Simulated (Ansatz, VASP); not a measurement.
**Two plane-wave programs on LuHf4O**

The input INCAR:

```
ALGO     = Normal         # electronic algorithm
EDIFF    = 1E-7           # SCF threshold, eV
EDIFFG   = -0.04          # ionic threshold
ENCUT    = 600            # plane-wave cutoff, eV
GGA      = PE             # functional
IBRION   = 2              # ionic algorithm
ISIF     = 3              # what is computed and relaxed
ISMEAR   = 0              # smearing method
LASPH    = True           # aspherical terms in the spheres
LCHARG   = False          # write CHGCAR
LREAL    = False          # projectors in reciprocal space
LWAVE    = False          # write WAVECAR
NELM     = 100            # most SCF steps
NSW      = 90             # ionic steps
PREC     = Accurate       # precision mode
SIGMA    = 0.1            # smearing width, eV
```

File KPOINTS:

```
k-points
0
Gamma
  4 4 4
```

File POSCAR:

```
LuHf4O
1.0
    4.0972581300      0.0000000000      0.0000000000
    0.0000000000      4.0972581300      0.0000000000
    0.0000000000      0.0000000000      5.8014194600
Lu Hf O
1 4 1
Direct
    0.5000000000      0.5000000000      0.5000000000
    0.5000000000      0.0000000000      0.7458124800
    0.0000000000      0.5000000000      0.2541875200
    0.5000000000      0.0000000000      0.2541875200
    0.0000000000      0.5000000000      0.7458124800
    0.0000000000      0.0000000000      0.0000000000
```

Input for Ansatz:

```yaml
crystal:
  lattice:
    - [4.09725813, 0.0, 0.0]
    - [0.0, 4.09725813, 0.0]
    - [0.0, 0.0, 5.80141946]
  atoms:
    - { symbol: Lu, position: [0.5, 0.5, 0.5] }
    - { symbol: Hf, position: [0.5, 0.0, 0.74581248] }
    - { symbol: Hf, position: [0.0, 0.5, 0.25418752] }
    - { symbol: Hf, position: [0.5, 0.0, 0.25418752] }
    - { symbol: Hf, position: [0.0, 0.5, 0.74581248] }
    - { symbol: O, position: [0.0, 0.0, 0.0] }
basis:
  ecutwfc: 420
kpoints:
  mp_grid: { grid: [4, 4, 4] }
hamiltonian:
  xc: pbe
scf:
  occupations: { method: gaussian, width: 0.1 }
  lower_state_search: "off"
output:
  forces: true
  stress: true
  eigenvalues: true
relax:
  adjacent_minimum: "off"
  f_tol: 0.04
  max_steps: 70
  cell: { stress_tol: 0.4 }
```

Change from the starting cell: species swapped into the GdYH4 type (P4/mmm, No. 123).

Alike in both runs: task relaxation of cell and atoms; functional PBE; k mesh 4 × 4 × 4; occupations gaussian, width 0.1 eV; no spin polarisation.

|  | VASP | Ansatz |
| --- | --- | --- |
| version | VASP 6.6.1 | Ansatz 0.2.0 |
| potentials or method | VASP PAW PBE potentials, release 64 (Lu, Hf_pv, O), cutoff 600 eV | scalar-relativistic, plane waves, PAW |
| valence electrons in the cell | 71 | 135 |

|  | VASP | Ansatz | Ansatz less VASP |
| --- | --- | --- | --- |
| gap on the k mesh at the Fermi level, each at its own relaxed structure (eV) | none | none | - |
| relaxed volume (Å³/atom) | 22.23 | 22.54 | +0.310 |
| relaxed cell length with the largest relative difference (Å) | 8.076 | 8.187 | +0.1105 |

A gap of «none» marks a metal or a gap that the smearing closes. VASP's potentials hold 71 valence electrons a cell and Ansatz's 135, so a difference there can come from the potentials and not from the codes.

The k mesh is coarse, so the values compare programs but aren't converged. Spin-orbit coupling is off throughout. Noted on VASP's run: the volume moved by over 15 % at a fixed basis, so the end points are rough.
